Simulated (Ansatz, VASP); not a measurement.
**One calculation of Ga2Sb2CO, two programs**

INCAR

```
SYSTEM = Ga2Sb2CO
PREC = Accurate ; ENCUT = 520
EDIFF = 1E-7 ; ISMEAR = 0
SIGMA = 0.1 ; LREAL = .FALSE.
LASPH = .TRUE. ; NELM = 60
ALGO = Normal ; ISIF = 2
LWAVE = .FALSE. ; LCHARG = .TRUE.
LDIPOL = .TRUE. ; IDIPOL = 3
DIPOL = 0.5 0.5 0.361 ; GGA = PE
IVDW = 12 ; LELF = .TRUE.
LVHAR = .TRUE. ; LVACPOTAV = .TRUE.
NBANDS = 32
```

File KPOINTS:

```
regular mesh
0
G
  6 6 1
  0 0 0
```

File POSCAR:

```
Ga2Sb2CO
1.0
    4.3343814621      0.0000000000      0.0000000000
   -2.1671907311      3.7536844559      0.0000000000
    0.0000000000      0.0000000000     23.3197422777
Sb Ga O C
2 2 1 1
Direct
    0.0000000000      0.0000000000      0.1715284823
    0.3333333333      0.6666666667      0.3301590654
    0.3333333333      0.6666666667      0.2094685204
    0.6666666667      0.3333333333      0.3632005095
    0.8888888889      0.7777777778      0.5218643557
    0.8888888889      0.7777777778      0.5711787943
```

Input for Ansatz:

```yaml
crystal:
  lattice:
    - [4.3343814621, 0.0, 0.0]
    - [-2.1671907311, 3.7536844559, 0.0]
    - [0.0, 0.0, 23.3197422777]
  atoms:
    - { symbol: Sb, position: [0.0, 0.0, 0.1715284823] }
    - { symbol: Ga, position: [0.3333333333, 0.6666666667, 0.2094685204] }
    - { symbol: Sb, position: [0.3333333333, 0.6666666667, 0.3301590654] }
    - { symbol: Ga, position: [0.6666666667, 0.3333333333, 0.3632005095] }
    - { symbol: O, position: [0.8888888889, 0.7777777778, 0.5218643557] }
    - { symbol: C, position: [0.8888888889, 0.7777777778, 0.5711787943] }
basis:
  ecutwfc: 420
kpoints:
  mp_grid: { grid: [6, 6, 1] }
hamiltonian:
  xc: pbe
  pseudopotentials: { kind: paw, azcp: { folder: soft_1 } }
  dispersion: d3bj
scf:
  occupations: { method: gaussian, width: 0.1 }
output:
  forces: true
  eigenvalues: true
  write_density: true
  write_potential: true
  elf: true
  volumetric_format: npy
efield:
  axis: 3
  dipole_correction: true
  ramp_width: 0.04
```

Alike in both runs: task single point; functional PBE; dispersion D3(BJ); k mesh 6 × 6 × 1; occupations gaussian, width 0.1 eV; no spin polarisation.

|  | VASP | Ansatz |
| --- | --- | --- |
| version | VASP 6.6.1 | Ansatz 0.2.0 |
| potentials or method | VASP PAW PBE potentials, release 64 (Sb, Ga_d, O, C), cutoff 520 eV | scalar-relativistic, plane waves, PAW |
| valence electrons in the cell | 46 | 66 |

```tsv
	VASP	Ansatz	Ansatz less VASP
gap on the k mesh at the Fermi level (eV)	0.05	0.04	-0.004
least direct gap on the mesh (eV)	0.14	0.14	+0.005
rms of the force components (eV/Å)	0.239	0.507	+0.2677
```

One of these differences is far larger than is usual between the two programs; its cause wasn't traced. VASP's potentials hold 46 valence electrons a cell and Ansatz's 66, so a difference there can come from the potentials and not from the codes. Ansatz's warnings: xc potential rough in thin density.

Spin-orbit coupling is off throughout. Noted on VASP's run: the standard files for N, O and F lose accuracy on very short bonds.
